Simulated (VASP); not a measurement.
# I (R-3m) in VASP: relaxation of shape and atoms at fixed volume with PBE

Aim: the relaxation of shape and atoms at fixed volume of I with PBE.

All numbers are computed with VASP 6.6.1; they aren't measurements. Logs are shortened: lines on timing, memory, paths and dates and some standing lists are left out, and cuts for length are marked.

## 1. The cell of the first run

The typed cell holds 2 atoms: a = 4.774 Å, b = 4.774 Å, c = 4.774 Å, α = 59.92°, β = 59.92°, γ = 59.92°.

## 2. Relaxation of shape and atoms at fixed volume, PBE

The input, INCAR:

```
ALGO     = Normal         # electronic algorithm
EDIFF    = 1E-7           # SCF threshold, eV
EDIFFG   = -0.005         # ionic threshold
ENCUT    = 600            # plane-wave cutoff, eV
GGA      = PE             # functional
IBRION   = 2              # ionic algorithm
ISIF     = 4              # what is computed and relaxed
ISMEAR   = -1             # smearing method
LASPH    = T              # aspherical terms in the spheres
LCHARG   = F              # write CHGCAR
LREAL    = F              # projectors in reciprocal space
LWAVE    = F              # write WAVECAR
NELM     = 100            # most SCF steps
NSW      = 50             # ionic steps
PREC     = Accurate       # precision mode
SIGMA    = 0.1            # smearing width, eV
```

The input, KPOINTS:

```
k-points
0
Gamma
  11 11 11
```

The input, POSCAR:

```
I
1.0
    2.3840193051     -1.3764141875      3.9004706758
    0.0000000000      2.7528283751      3.9004706758
   -2.3840193051     -1.3764141875      3.9004706758
I
2
Direct
    0.2499996776      0.2499996776      0.2499996776
   -0.2499996776     -0.2499996776     -0.2499996776
```

Potentials or basis: VASP PAW PBE potentials, release 64 (I).

On the command line:

```bash
$ cat potpaw_PBE.64/I/POTCAR > POTCAR
$ mpirun -np 1 vasp_std > vasp.out
```

OUTCAR:

```text
EDIFF = 1E-7
   EDIFFG = -0.005
   ENCUT = 600
   GGA = PE
   IBRION = 2
   ISIF = 4
   ISMEAR = -1
   LASPH = T
   LREAL = F
   NELM = 100
   NSW = 50
   PREC = Accurate

 ion  position               nearest neighbor table
   1  0.250  0.250  0.250-   2 3.37   2 3.37   2 3.37   2 3.37   2 3.37   2 3.37
   2  0.750  0.750  0.750-   1 3.37   1 3.37   1 3.37   1 3.37   1 3.37   1 3.37

  LATTYP: Found a trigonal (rhomboedric) cell.
 ALAT       =     4.7740690774
 COS(alpha) =     0.5012623735

  Lattice vectors:

 A1 = (   2.3840193051,  -1.3764141875,   3.9004706758)
 A2 = (   0.0000000000,   2.7528283751,   3.9004706758)
 A3 = (  -2.3840193051,  -1.3764141875,   3.9004706758)

Analysis of symmetry for initial positions (statically):
=====================================================================
 Subroutine PRICEL returns following result:

  LATTYP: Found a trigonal (rhomboedric) cell.
 ALAT       =     3.3736408384
 COS(alpha) =     0.0012613867

  Lattice vectors:

 A1 = (  -2.3840193051,  -1.3764141876,  -1.9502277928)
 A2 = (   0.0000000000,   2.7528283750,  -1.9502277928)
 A3 = (   2.3840193051,  -1.3764141876,  -1.9502428830)

   2 primitive cells build up your supercell.

 Routine SETGRP: Setting up the symmetry group for a
 trigonal (rhombohedral) supercell.

 Subroutine GETGRP returns: Found 12 space group operations
 (whereof 12 operations were pure point group operations)
 out of a pool of 12 trial point group operations.

The static configuration has the point symmetry D_3d.

Analysis of symmetry for dynamics (positions and initial velocities):
=====================================================================
 Subroutine PRICEL returns following result:

  LATTYP: Found a trigonal (rhomboedric) cell.
 ALAT       =     3.3736408384
 COS(alpha) =     0.0012613867

  Lattice vectors:

 A1 = (  -2.3840193051,  -1.3764141876,  -1.9502277928)
 A2 = (   0.0000000000,   2.7528283750,  -1.9502277928)
 A3 = (   2.3840193051,  -1.3764141876,  -1.9502428830)

   2 primitive cells build up your supercell.

 Routine SETGRP: Setting up the symmetry group for a
 trigonal (rhombohedral) supercell.

 Subroutine GETGRP returns: Found 12 space group operations
 (whereof 12 operations were pure point group operations)
 out of a pool of 12 trial point group operations.

The dynamic configuration has the point symmetry D_3d.

 Subroutine INISYM returns: Found 12 space group operations
 (whereof 12 operations are pure point group operations),
 and found     2 'primitive' translations

----------------------------------------------------------------------------------------

                                     Primitive cell

  volume of cell :      38.3969

  direct lattice vectors                    reciprocal lattice vectors
    -2.384019305 -1.376414188 -1.950227793    -0.209730386 -0.121087270 -0.170919764
     0.000000000  2.752828375 -1.950227793    -0.000000541  0.242175478 -0.170919764
     2.384019305 -1.376414188 -1.950242883     0.209729304 -0.121087270 -0.170919764

  length of vectors
     3.373640838  3.373640838  3.373649562     0.296416139  0.296416139  0.296415374

  position of ions in fractional coordinates (direct lattice)
     0.500000000  0.500000000  0.500000000

  ion indices of the primitive-cell ions
   primitive index   ion index
                 1           1

----------------------------------------------------------------------------------------

 KPOINTS: k-points

Automatic generation of k-mesh.
 Grid dimensions read from file:
 generate k-points for:   11   11   11

 Generating k-lattice:

  Cartesian coordinates                     Fractional coordinates (reciprocal lattice)
     0.019066350 -0.011007962  0.007769070     0.090909091 -0.000000000 -0.000000000
     0.000000000  0.022015924  0.007769070    -0.000000000  0.090909091 -0.000000000
    -0.019066350 -0.011007962  0.007769070    -0.000000000 -0.000000000  0.090909091

  Length of vectors
     0.023346506  0.023346506  0.023346506

  Shift w.r.t. Gamma in fractional coordinates (k-lattice)
     0.000000000  0.000000000  0.000000000

 Subroutine IBZKPT returns following result:
 ===========================================

 Found    146 irreducible k-points:

 Following reciprocal coordinates:
            Coordinates               Weight
  0.000000  0.000000  0.000000      1.000000
  0.090909  0.000000  0.000000      6.000000
  0.181818 -0.000000  0.000000      6.000000
  0.272727 -0.000000  0.000000      6.000000
  0.363636  0.000000  0.000000      6.000000
  0.454545 -0.000000  0.000000      6.000000
[... 16 lines left out ...]
 -0.272727  0.181818 -0.000000     12.000000
 -0.181818  0.181818 -0.000000      6.000000
 [... further k-points ...]
   k-points           NKPTS =    146   k-points in BZ     NKDIM =    146   number of bands    NBANDS=     11
   number of dos      NEDOS =    301   number of ions     NIONS =      2
   total plane-waves  NPLWV =  64000
   dimension x,y,z NGX =    40 NGY =   40 NGZ =   40
   dimension x,y,z NGXF=    80 NGYF=   80 NGZF=   80
   ions per type =               2
   NGX,Y,Z   is equivalent  to a cutoff of  13.93, 13.93, 13.93 a.u.
   NGXF,Y,Z  is equivalent  to a cutoff of  27.86, 27.86, 27.86 a.u.
 SYSTEM =  unknown system
   PREC   = accura    normal or accurate (medium, high low for compatibility)
   ISTART =      0    job   : 0-new  1-cont  2-samecut
   ICHARG =      2    charge: 1-file 2-atom 10-const
   ISPIN  =      1    spin polarized calculation?
   LNONCOLLINEAR =      F non collinear calculations
   LSORBIT =      F    spin-orbit coupling
   LASPH  =      T    aspherical Exc in radial PAW
   ENCUT  =  600.0 eV  44.10 Ry    6.64 a.u.   9.54  9.54  9.54*2*pi/ulx,y,z
   NELM   =    100;   NELMIN=  2; NELMDL= -5     # of ELM steps
   EDIFF  = 0.1E-06   stopping-criterion for ELM
   LREAL  =      F    real-space projection
   EDIFFG = -.5E-02   stopping-criterion for IOM
   NSW    =     50    number of steps for IOM
   IBRION =      2    ionic relax: 0-MD 1-quasi-New 2-CG
   NFREE  =      1    steps in history (QN), initial steepest desc. (CG)
   ISIF   =      4    stress and relaxation
   ISYM   =      2    0-nonsym 1-usesym 2-fastsym
   POTIM  = 0.5000    time-step for ionic-motion
   TEBEG  =    0.0;   TEEND  =   0.0 temperature during run
   PSTRESS=    0.0 pullay stress
   NELECT =      14.0000    total number of electrons
   NUPDOWN=      -1.0000    fix difference up-down
   EMIN   =  10.00;   EMAX   =-10.00  energy-range for DOS
   EFERMI =   0.00;   METHOD = LEGACY
   ISMEAR =    -1;   SIGMA  =   0.10  broadening in eV -4-tet -1-fermi 0-gaus
   EFERMI_NEDOS =   21; number of points for ismear=-14 and -15
   IALGO  =     38    algorithm
   IMIX   =      4    mixing-type and parameters
     AMIX     =   0.40;   BMIX     =  1.00
     AMIX_MAG =   1.60;   BMIX_MAG =  1.00
  volume/ion in A,a.u.               =      38.40       259.12
  Fermi-wavevector in a.u.,A,eV,Ry     =   0.928272  1.754179 11.723982  0.861688
  Thomas-Fermi vector in A             =   2.054430
   LORBIT       =      0    0 simple, 1 ext, 2 COOP (PROOUT), +10 PAW based schemes
   GGA     = PE    functional components
   LHFCALC =     F    Hartree Fock is set to
   AEXX    =    0.0000 exact exchange contribution
   IVDW    =     0    specifies the selected vdW correction
   LEPSILON=     F    determine dielectric tensor
   LRPA    =     F    only Hartree local field effects (RPA)
 conjugate gradient relaxation of ions
 non-spin polarized calculation
  energy-cutoff  :      600.00
  volume of cell :       76.79
 maximum number of plane-waves:      2637
 NGX is ok and might be reduce to    40
   NGX = 19   NGY = 19   NGZ = 19

 number of electron      13.9999999 magnetization

 Free energy of the ion-electron system (eV)
  ---------------------------------------------------
  ext. energy  EPLUGINS =         0.00000000
  ---------------------------------------------------
  free energy    TOTEN  =        -2.39706496 eV

  energy without entropy =       -2.32114896  energy(sigma->0) =       -2.35910696

 E-fermi :   4.1703     XC(G=0):  -8.5070

 val. band max:        4.1691545913   @ k =  -0.4545   0.4545   0.0909
 cond. band min:       4.1926487441   @ k =   0.1818   0.1818   0.0000
 fundamental gap:      0.0234941529
 Fermi energy:         4.1702877340

 k-point     1 :       0.0000    0.0000    0.0000
  band No.  band energies     occupation
      1      -9.7879      2.00000
      2      -6.9034      2.00000
      3       0.9661      2.00000
      4       0.9782      2.00000
      5       0.9782      2.00000
      6       3.9906      1.71558
      7       3.9906      1.71558
      8       3.9969      1.69971
      9       9.4274      0.00000
     10       9.4453      0.00000
     11       9.4453      0.00000

 k-point     2 :       0.0909    0.0000    0.0000
  band No.  band energies     occupation
      1      -9.7399      2.00000
      2      -6.9764      2.00000
      3       0.9932      2.00000
      4       1.0044      2.00000
      5       1.0048      2.00000
      6       3.8214      1.94076
      7       3.8488      1.92278
      8       3.8539      1.91889
      9       9.4148      0.00000
     10       9.5518      0.00000
     11       9.5678      0.00000

 k-point     3 :       0.1818   -0.0000    0.0000
  band No.  band energies     occupation
      1      -9.5978      2.00000
      2      -7.1847      2.00000
      3       1.0766      2.00000
      4       1.0824      2.00000
      5       1.0873      2.00000
      6       3.4054      1.99905
      7       3.4856      1.99788
      8       3.4890      1.99780
      9       9.4463      0.00000
     10       9.9147      0.00000
     11       9.9316      0.00000

 k-point     4 :       0.2727   -0.0000    0.0000
  band No.  band energies     occupation
      1      -9.3682      2.00000
      2      -7.4994      2.00000
      3       1.2110      2.00000
      4       1.2240      2.00000
      5       1.2323      2.00000
      6       2.9022      1.99999
      7       3.0195      1.99998
      8       3.0209      1.99998
      9       9.6887      0.00000
     10      10.5069      0.00000
     11      10.5250      0.00000

 k-point     5 :       0.3636    0.0000    0.0000
  band No.  band energies     occupation
      1      -9.0620      2.00000
      2      -7.8820      2.00000
      3       1.3988      2.00000
      4       1.4410      2.00000
      5       1.4477      2.00000
      6       2.4158      2.00000
      7       2.5419      2.00000
      8       2.5426      2.00000
      9      10.1895      0.00000
     10      11.3114      0.00000
     11      11.3309      0.00000
[... 211 lines left out ...]
 k-point    21 :      -0.4545    0.1818   -0.0000
  band No.  band energies     occupation
      1      -8.5371      2.00000
      2      -8.3741      2.00000
      3       0.1751      2.00000
      4       0.9106      2.00000
      5       0.9729      2.00000
      6       2.9795      1.99999
      7       3.0133      1.99998
      8       3.8773      1.89864
      9      10.0055      0.00000
     10      11.1497      0.00000
     11      12.4070      0.00000

 k-point    22 :      -0.3636    0.1818   -0.0000
  band No.  band energies     occupation
      1      -8.7252      2.00000
      2      -8.1885      2.00000
      3       0.0761      2.00000
      4       1.2378      2.00000
      5       1.3252      2.00000
      6       2.5483      2.00000
      7       2.5678      2.00000
      8       4.2197      0.75805
      9      10.3427      0.00000
     10      10.9456      0.00000
     11      11.4758      0.00000

 k-point    23 :      -0.2727    0.1818   -0.0000
  band No.  band energies     occupation
      1      -9.0422      2.00000
      2      -7.8513      2.00000
      3       0.1342      2.00000
      4       1.6766      2.00000
      5       1.7797      2.00000
      6       2.1361      2.00000
      7       2.1426      2.00000
      8       4.4266      0.14313
      9       9.7360      0.00000
     10      10.7340      0.00000
     11      11.3194      0.00000

 k-point    24 :      -0.1818    0.1818   -0.0000
  band No.  band energies     occupation
      1      -9.3031      2.00000
      2      -7.5544      2.00000
      3       0.3382      2.00000
      4       1.7470      2.00000
      5       1.7480      2.00000
      6       2.2140      2.00000
      7       2.3188      2.00000
      8       4.3943      0.19239
      9       9.4017      0.00000
     10      10.2214      0.00000
     11      10.8653      0.00000

 [... further k-points ...]

------------------------ aborting loop because EDIFF is reached ----------------------------------------

  FORCE on cell =-STRESS in cart. coord.  units (eV):
  Direction    XX          YY          ZZ          XY          YZ          ZX
  --------------------------------------------------------------------------------------
  -------------------------------------------------------------------------------------
  Total        1.0843549      1.0843549      1.0848096      0.0000000      0.0000000      0.0000000
  in kB       22.6232433     22.6232433     22.6327285      0.0000000      0.0000000      0.0000000
  external PRESSURE =      22.6264050 kB  Pullay stress =       0.0000000 kB

 VOLUME and BASIS-vectors are now :
 -----------------------------------------------------------------------------
  energy-cutoff  :      600.00
  volume of cell :       76.79
      direct lattice vectors                 reciprocal lattice vectors
     2.384019305 -1.376414187  3.900470676     0.209729845 -0.121087583  0.085459772
     0.000000000  2.752828375  3.900470676     0.000000000  0.242175165  0.085459772
    -2.384019305 -1.376414187  3.900470676    -0.209729845 -0.121087583  0.085459772

 POSITION                                       TOTAL-FORCE (eV/Angst)
 -----------------------------------------------------------------------------------
      0.00000      0.00000      2.92535         0.000000      0.000000     -0.000000
      0.00000      0.00000      8.77606         0.000000      0.000000      0.000000
 -----------------------------------------------------------------------------------
    total drift:                               -0.000000      0.000000      0.000000

  FREE ENERGIE OF THE ION-ELECTRON SYSTEM (eV)
  ---------------------------------------------------
  free  energy   TOTEN  =        -2.3970649576 eV

  energy  without entropy=       -2.3211489581  energy(sigma->0) =       -2.35910696

 reached required accuracy - stopping structural energy minimisation
```

Run time: 2.6 min. Hardware: 1 thread of Intel Xeon 8259CL, shared host; peak memory 0.33 GiB.

What came out:

```
Free energy             : -2.3971 eV
Pressure after relaxing : 2.3 GPa
Band gap on the k mesh  : zero (bands 7 and 8 overlap by 2.82 eV)
```

Final structure:
```
CELL_PARAMETERS angstrom
2.38402 -1.37641 3.90047
0.00000 2.75283 3.90047
-2.38402 -1.37641 3.90047
ATOMIC_POSITIONS crystal
I 0.25000 0.25000 0.25000
I 0.75000 0.75000 0.75000
```

Caveat: the relaxation stopped at its first step, so nothing moved; spin-orbit coupling is left out, which moves the levels of the heavy elements.
